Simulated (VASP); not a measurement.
# Mo in VASP: further runs

Mo is run at these levels: PBE; tasks: single point.

All numbers are computed with VASP 6.6.1; they aren't measurements. Logs are shortened: lines on timing, memory, paths and dates and some standing lists are left out, and cuts for length are marked.

### Step 1. The cell of the first run

The cell holds a slab with vacuum, 6 atoms: a = 4.470 Å, b = 4.470 Å, c = 20.562 Å, α = 90.00°, β = 90.00°, γ = 120.00°.

### Step 2. Single point, PBE

INCAR

```
SYSTEM = Mo
PREC = Accurate
ENCUT = 520
EDIFF = 1E-6
ISMEAR = -1
SIGMA = 0.1
LREAL = .FALSE.
LASPH = .TRUE.
NELM = 100
ALGO = Normal
ISIF = 2
LWAVE = .FALSE.
LCHARG = .FALSE.
LDIPOL = .TRUE.
IDIPOL = 3
DIPOL = 0.5 0.5 0.500
GGA = PE
NBANDS = 51
```

KPOINTS

```
regular mesh
0
G
  10 10 1
  0 0 0
```

POSCAR

```
Mo
1.0
    4.4701026973      0.0000000000      0.0000000000
   -2.2350513487      3.8712224934      0.0000000000
    0.0000000000      0.0000000000     20.5623000000
Mo
6
Direct
    0.1666666667      0.3333333333      0.4032903998
    0.5000000000      1.0000000000      0.4389887346
    0.8333333333      0.6666666667      0.4732386205
    0.1666666667      0.3333333333      0.5267613897
    0.5000000000      1.0000000000      0.5610112396
    0.8333333333      0.6666666667      0.5967096153
```

Potentials or basis: VASP PAW PBE potentials, release 64 (Mo_sv).

Run with:

```
cat potpaw_PBE.64/Mo_sv/POTCAR > POTCAR
mpirun -np 1 vasp_std > vasp.out
```

OUTCAR:

```text
SYSTEM = Mo
   PREC = Accurate
   ENCUT = 520
   EDIFF = 1E-6
   ISMEAR = -1
   LREAL = .FALSE.
   LASPH = .TRUE.
   NELM = 100
   ISIF = 2
   GGA = PE

 ion  position               nearest neighbor table
   1  0.167  0.333  0.403-   4 2.54   2 2.68   2 2.68   2 2.68   3 2.95   3 2.95   3 2.95
   2  0.500  0.000  0.439-   5 2.51   3 2.68   3 2.68   3 2.68   1 2.68   1 2.68   1 2.68   4 3.15
                             4 3.15   4 3.15
   3  0.833  0.667  0.473-   6 2.54   2 2.68   2 2.68   2 2.68   4 2.81   4 2.81   4 2.81   1 2.95
                             1 2.95   1 2.95   5 3.15   5 3.15   5 3.15
   4  0.167  0.333  0.527-   1 2.54   5 2.68   5 2.68   5 2.68   3 2.81   3 2.81   3 2.81   6 2.95
                             6 2.95   6 2.95   2 3.15   2 3.15   2 3.15
   5  0.500  0.000  0.561-   2 2.51   4 2.68   4 2.68   4 2.68   6 2.68   6 2.68   6 2.68   3 3.15
                             3 3.15   3 3.15
   6  0.833  0.667  0.597-   3 2.54   5 2.68   5 2.68   5 2.68   4 2.95   4 2.95   4 2.95

  LATTYP: Found a hexagonal cell.
 ALAT       =     4.4701026973
 C/A-ratio  =     4.5999614310

  Lattice vectors:

 A1 = (   4.4701026973,   0.0000000000,   0.0000000000)
 A2 = (  -2.2350513487,   3.8712224934,   0.0000000000)
 A3 = (   0.0000000000,   0.0000000000,  20.5623000000)

Analysis of symmetry for initial positions (statically):
=====================================================================
 Subroutine PRICEL returns:
 Original cell was already a primitive cell.

 Routine SETGRP: Setting up the symmetry group for a
 hexagonal supercell.

 Subroutine GETGRP returns: Found 12 space group operations
 (whereof  4 operations were pure point group operations)
 out of a pool of 24 trial point group operations.

The static configuration has the point symmetry C_2h.
 The point group associated with its full space group is D_3d.

Analysis of symmetry for dynamics (positions and initial velocities):
=====================================================================
 Subroutine PRICEL returns:
 Original cell was already a primitive cell.

 Routine SETGRP: Setting up the symmetry group for a
 hexagonal supercell.

 Subroutine GETGRP returns: Found 12 space group operations
 (whereof  4 operations were pure point group operations)
 out of a pool of 24 trial point group operations.

The dynamic configuration has the point symmetry C_2h.
 The point group associated with its full space group is D_3d.

 Subroutine INISYM returns: Found 12 space group operations
 (whereof  4 operations are pure point group operations),
 and found     1 'primitive' translations
[... 102 lines left out ...]
   PSTRESS=    0.0 pullay stress
   NELECT =      84.0000    total number of electrons
   NUPDOWN=      -1.0000    fix difference up-down
   EMIN   =  10.00;   EMAX   =-10.00  energy-range for DOS
   EFERMI =   0.00;   METHOD = LEGACY
   ISMEAR =    -1;   SIGMA  =   0.10  broadening in eV -4-tet -1-fermi 0-gaus
   EFERMI_NEDOS =   21; number of points for ismear=-14 and -15
   IALGO  =     38    algorithm
   IMIX   =      4    mixing-type and parameters
     AMIX     =   0.40;   BMIX     =  1.00
     AMIX_MAG =   1.60;   BMIX_MAG =  1.00
  volume/ion in A,a.u.               =      59.30       400.21
  Fermi-wavevector in a.u.,A,eV,Ry     =   1.011786  1.911999 13.928442  1.023712
  Thomas-Fermi vector in A             =   2.144857
   LORBIT       =      0    0 simple, 1 ext, 2 COOP (PROOUT), +10 PAW based schemes
   GGA     = PE    functional components
   LHFCALC =     F    Hartree Fock is set to
   AEXX    =    0.0000 exact exchange contribution
   IVDW    =     0    specifies the selected vdW correction
   LEPSILON=     F    determine dielectric tensor
   LRPA    =     F    only Hartree local field effects (RPA)
 non-spin polarized calculation
  energy-cutoff  :      520.00
  volume of cell :      355.83
 maximum number of plane-waves:      9613
 NGX is ok and might be reduce to    36
   NGX = 17   NGY = 17   NGZ = 77

 dipolmoment           0.000000      0.000000     -0.000000 electrons x Angstroem

 number of electron      84.0000010 magnetization

 dipolmoment           0.000000      0.000000      0.000007 electrons x Angstroem

 Free energy of the ion-electron system (eV)
  ---------------------------------------------------
  ext. energy  EPLUGINS =         0.00000000
  ---------------------------------------------------
  free energy    TOTEN  =       -59.11242376 eV

  energy without entropy =      -58.86090337  energy(sigma->0) =      -58.98666357

 E-fermi :   0.4411     XC(G=0):  -4.5800

 val. band max:        0.3974077040   @ k =   0.5000   0.0000   0.0000
 cond. band min:       0.4560284050   @ k =   0.2000   0.2000   0.0000
 fundamental gap:      0.0586207010
 Fermi energy:         0.4410875743

 k-point     1 :       0.0000    0.0000    0.0000
  band No.  band energies     occupation
      1     -60.7216      2.00000
      2     -60.5264      2.00000
      3     -60.4161      2.00000
      4     -60.3910      2.00000
      5     -60.2790      2.00000
      6     -60.1832      2.00000
[... 745 lines left out ...]
     50       1.9717      0.00000
     51       1.9891      0.00000

------------------------ aborting loop because EDIFF is reached ----------------------------------------

 vacuum level on the upper side and lower side of the slab       (xc-potential included)        -0.108        -0.108

  FORCE on cell =-STRESS in cart. coord.  units (eV):
  Direction    XX          YY          ZZ          XY          YZ          ZX
  --------------------------------------------------------------------------------------
  -------------------------------------------------------------------------------------
  Total       -1.5750087     -1.5750087      0.2228470      0.0000000     -0.0000000     -0.0000000
  in kB       -7.0917956     -7.0917956      1.0034138      0.0000000     -0.0000000     -0.0000000
  external PRESSURE =      -4.3933925 kB  Pullay stress =       0.0000000 kB

 VOLUME and BASIS-vectors are now :
 -----------------------------------------------------------------------------
  energy-cutoff  :      520.00
  volume of cell :      355.83
      direct lattice vectors                 reciprocal lattice vectors
     4.470102697  0.000000000  0.000000000     0.223708507  0.129158167  0.000000000
    -2.235051349  3.871222493  0.000000000     0.000000000  0.258316333  0.000000000
     0.000000000  0.000000000 20.562300000     0.000000000  0.000000000  0.048632692

 POSITION                                       TOTAL-FORCE (eV/Angst)
 -----------------------------------------------------------------------------------
      0.00000      1.29041      8.29258        -0.000000      0.000000     -0.037088
      2.23505      0.00000      9.02662         0.000000      0.000000     -0.034097
      2.23505      2.58081      9.73087        -0.000000      0.000000     -0.018161
      0.00000      1.29041     10.83143         0.000000      0.000000      0.018161
      2.23505      0.00000     11.53568         0.000000     -0.000000      0.034097
      2.23505      2.58081     12.26972         0.000000     -0.000000      0.037088
 -----------------------------------------------------------------------------------
    total drift:                               -0.000001      0.000000      0.002305

  FREE ENERGIE OF THE ION-ELECTRON SYSTEM (eV)
  ---------------------------------------------------
  free  energy   TOTEN  =       -59.1124237623 eV

  energy  without entropy=      -58.8609033749  energy(sigma->0) =      -58.98666357

 vacuum level on the upper side and lower side of the slab         4.348         4.348
```

OSZICAR:

```text
N       E                     dE             d eps       ncg     rms          rms(c)
DAV:   1     0.818012818943E+03    0.81801E+03   -0.52611E+04  1996   0.143E+03
DAV:   2    -0.297845451676E+02   -0.84780E+03   -0.82531E+03  1654   0.417E+02
DAV:   3    -0.635045055266E+02   -0.33720E+02   -0.32545E+02  1785   0.696E+01
[... 18 lines left out ...]
DAV:  22    -0.591124050339E+02   -0.17349E-04   -0.72317E-07  1016   0.232E-03    0.540E-04
DAV:  23    -0.591124156927E+02   -0.10659E-04   -0.56776E-07  1013   0.125E-03    0.575E-04
DAV:  24    -0.591124224428E+02   -0.67500E-05   -0.59518E-07  1026   0.148E-03    0.146E-04
DAV:  25    -0.591124235508E+02   -0.11080E-05   -0.84687E-08   903   0.517E-04    0.122E-04
DAV:  26    -0.591124237623E+02   -0.21156E-06   -0.21550E-08   825   0.341E-04
   1 F= -.59112424E+02 E0= -.58986664E+02  d E =-.251520E+00
```

Run time: 8.4 min. Hardware: 1 thread of Intel Xeon Platinum 8259CL at 2.50GHz (Skylake/Cascade Lake), shared host; peak memory 0.54 GiB.

What came out:

```yaml
Free_energy: -59.1124 eV
Largest_force: 0.037 eV/Å
Band_gap_on_the_k_mesh: zero (band 42 reaches 0.46 eV, above the bottom of band 43 at 0.30 eV)
```

Forces on the atoms (eV/Å):
```
Mo   0.000  0.000 -0.037
Mo   0.000  0.000 -0.034
Mo   0.000  0.000 -0.018
Mo   0.000  0.000  0.018
Mo   0.000  0.000  0.034
Mo   0.000  0.000  0.037
```

### Step 3. Single point, PBE

INCAR

```
PREC = Accurate
ENCUT = 520
EDIFF = 1E-7
ISMEAR = -1
SIGMA = 0.1
LREAL = F
LASPH = T
NELM = 100
ALGO = Normal
ISIF = 2
LWAVE = F
LCHARG = F
GGA = PE
NBANDS = 51
```

KPOINTS

```
Automatic mesh
0
Gamma
  10 10 1
```

POSCAR is that of step 2.

Potentials or basis: VASP PAW PBE potentials, release 64 (Mo_sv).

Run with:

```
cat potpaw_PBE.64/Mo_sv/POTCAR > POTCAR
mpirun -np 1 vasp_std > vasp.out
```

Run time: 9.1 min. Hardware: 1 thread of Intel Xeon Platinum 8259CL at 2.50GHz (Skylake/Cascade Lake), shared host; peak memory 0.54 GiB.

It converged, with:

```
Free energy            : -59.1124 eV
Largest force          : 0.037 eV/Å
Band gap on the k mesh : zero (band 42 reaches 0.46 eV, above the bottom of band 43 at 0.30 eV)
```

Forces on the atoms (eV/Å):
```
Mo   0.000  0.000 -0.037
Mo   0.000  0.000 -0.034
Mo   0.000  0.000 -0.018
Mo   0.000  0.000  0.018
Mo   0.000  0.000  0.034
Mo   0.000  0.000  0.037
```

Levels at points of the mesh, in eV from the Fermi level:
```
           k point  band 39  band 40  band 41  band 42  band 43  band 44  band 45  band 46
(0.00, 0.00, 0.00)    -1.42    -1.12    -1.12    -1.08    -0.14     1.23     1.23     1.25
(0.50, 0.00, 0.00)    -1.39    -0.78    -0.35    -0.04     0.12     0.34     0.40     1.40
```
